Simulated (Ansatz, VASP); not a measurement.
Sc: VASP beside Ansatz

The input INCAR:

```
ALGO = Normal
EDIFF = 1E-6
ENCUT = 520
GGA = PE
ISIF = 2
ISMEAR = 1
LASPH = T
LCHARG = T
LELF = T
LREAL = F
LVHAR = T
LWAVE = F
NBANDS = 18
NELM = 60
PREC = Accurate
SIGMA = 0.1
```

Contents of KPOINTS:

```
k-points
0
Gamma
  8 8 5
```

Contents of POSCAR:

```
Sc
1.0
    3.3897389622      0.0000000000      0.0000000000
   -1.6948694811      2.9355999909      0.0000000000
    0.0000000000      0.0000000000      5.4019675036
Sc
2
Direct
    0.3333333333      0.6666666667      0.2500000000
    0.6666666667      0.3333333333      0.7500000000
```

Input for Ansatz:

```yaml
crystal:
  lattice:
    - [3.3897389622204717, 0.0, 0.0]
    - [-1.6948694811102358, 2.9355999908667383, 0.0]
    - [0.0, 0.0, 5.401967503619587]
  atoms:
    - { symbol: Sc, position: [0.3333333333333333, 0.6666666666666666, 0.25] }
    - { symbol: Sc, position: [0.6666666666666666, 0.3333333333333333, 0.75] }
basis:
  ecutwfc: 517.016338673772
kpoints:
  mp_grid:
    grid: [8, 8, 5]
hamiltonian:
  xc: pbe
scf:
  occupations:
    method: cold
output:
  stress: true
```

Alike in both runs: task single point; functional PBE; k mesh 8 × 8 × 5; no spin polarisation.

```csv
,VASP,Ansatz
version,VASP 6.6.1,Ansatz 0.2.0
potentials or method,"VASP PAW PBE potentials, release 64 (Sc_sv), cutoff 520 eV","plane waves, PAW"
occupations,"methfessel-paxton of order 1, width 0.1 eV",cold
valence electrons in the cell,22,22
```

VASP gave:

```
pressure (GPa)                                                : -4.0
traceless stress, the component that is largest in VASP (GPa) : -0.77
```

**Question.** Which values does Ansatz return?

**Answer.** Pressure (GPa): -4.0; traceless stress, the component that is largest in VASP (GPa): -0.79.
